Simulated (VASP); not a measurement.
Write the native input for VASP 6.6.1 that does the following.

| Quantity | Value |
| --- | --- |
| Task | single point |
| Functional | PBE |
| Potentials or basis | VASP PAW PBE potentials, release 64 (Zr_sv, Si) |
| Cutoff | 520 eV |
| k mesh | 3 × 3 × 3 |
| Occupations | gaussian, width 0.1 eV |
| Spin | no spin polarisation |
| Dipole correction | no |
| Further INCAR settings | LREAL = Auto; ALGO = Normal; EDIFF = 1e-06; NBANDS = 98; ISYM = 0 |

The structure of ZrSi2 lies in POSCAR:

```
ZrSi2
1.0
   -8.9202042088      0.6519575840      0.4371254958
   -1.5634093016     -7.0388749444      0.0558586799
   -4.9147620342      0.3868206683      6.7528694843
Zr Si
8 16
Direct
    0.1848266593      0.8405815403      0.6046831591
    0.4605812906      0.8554012465      0.0370155742
    0.9480086990      0.2013960783      0.9785235307
    0.0188218449      0.0448454173      0.3077096081
    0.6178671617      0.9227367550      0.3390724612
    0.5094746059      0.5665939401      0.6685471779
    0.8263785116      0.5447150313      0.7892224688
    0.4696563962      0.4508324654      0.3129559859
    0.0182364244      0.8177647008      0.0366897743
    0.7347213876      0.8233139984      0.5939197747
    0.6273058876      0.1489372999      0.7278241050
    0.3057511672      0.1382297190      0.3161190171
    0.6857098027      0.2540613278      0.4116652068
    0.3083805509      0.1776194736      0.5978480713
    0.9533046166      0.1742641771      0.6476253411
    0.6235190142      0.1884333879      0.0163453085
    0.3391117569      0.9383555482      0.8055489187
    0.1284233198      0.6733164145      0.3669066158
    0.8175842225      0.8822061642      0.9256740738
    0.4092832516      0.4917487505      0.0395694030
    0.1697032034      0.4838283490      0.7504363718
    0.8062865892      0.5554499987      0.2122861786
    0.1420452887      0.3809972545      0.0643845706
    0.9151048004      0.4330042164      0.4345175225
```

One way to write it, as run:

INCAR

```
PREC = Accurate
ENCUT = 520
EDIFF = 1E-6
ISMEAR = 0
SIGMA = 0.1
LREAL = Auto
LASPH = T
NELM = 100
ALGO = Normal
ISIF = 2
LWAVE = F
LCHARG = F
GGA = PE
NBANDS = 98
ISYM = 0
```

KPOINTS

```
Automatic mesh
0
Gamma
  3 3 3
```

Potentials or basis: VASP PAW PBE potentials, release 64 (Zr_sv, Si).

Run with:

```bash
$ cat potpaw_PBE.64/Zr_sv/POTCAR potpaw_PBE.64/Si/POTCAR > POTCAR
$ mpirun -np 1 vasp_std > vasp.out
```

Results of the run:

```
Pressure               : 0.0 GPa
Largest force          : 0.036 eV/Å
Band gap on the k mesh : zero (bands 80 and 81 overlap by 0.08 eV)
```

Run time: 11 min on 1 thread of Intel(R) Xeon(R) 6975P-C (Granite Rapids) (shared host), peak memory 0.72 GiB.
